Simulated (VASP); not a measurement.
Set up this calculation in VASP 6.6.1, as the native input.

```
Task                   : single point
Functional             : PBE
Potentials or basis    : VASP PAW PBE potentials, release 64 (Li_sv, F)
Cutoff                 : 520 eV
k mesh                 : 10 × 10 × 10
Occupations            : gaussian, width 0.05 eV
Spin                   : no spin polarisation
Dipole correction      : no
Further INCAR settings : ALGO = Normal; EDIFF = 1e-07; NBANDS = 12
```

The structure of LiF lies in POSCAR:

```
LiF
1.0
    0.0000000000      2.1147000000      2.0140000000
    2.0140000000      0.0000000000      2.0140000000
    2.0140000000      2.1147000000      0.0000000000
Li F
1 1
Direct
    0.0000000000      0.0000000000      0.0000000000
    0.5000000000      0.5000000000      0.5000000000
```

This cell differs from its parent crystal: strain +0.0500 x Voigt [0, 1, 0, 0, 0, 0].

One way to write it, as run:

INCAR

```
SYSTEM = LiF
PREC = Accurate
ENCUT = 520
EDIFF = 1E-7
ISMEAR = 0
SIGMA = 0.05
LREAL = .False.
LASPH = .True.
NELM = 60
ALGO = Normal
ISIF = 2
LWAVE = .False.
LCHARG = .False.
GGA = PE
NBANDS = 12
```

KPOINTS

```
regular mesh
0
Gamma
  10 10 10
  0 0 0
```

Potentials or basis: VASP PAW PBE potentials, release 64 (Li_sv, F).

Launch:

```sh
$ cat potpaw_PBE.64/Li_sv/POTCAR potpaw_PBE.64/F/POTCAR > POTCAR
$ mpirun -np 1 vasp_std > vasp.out
```

Results of the run:

The band gap on the k mesh is 8.60 eV, direct.

Caveat: the cell differs from its parent crystal (strain +0.0500 x Voigt [0, 1, 0, 0, 0, 0]).

Run time: 53 s on 1 thread of AMD EPYC 7R13, with other jobs on the host, peak memory 0.11 GiB.
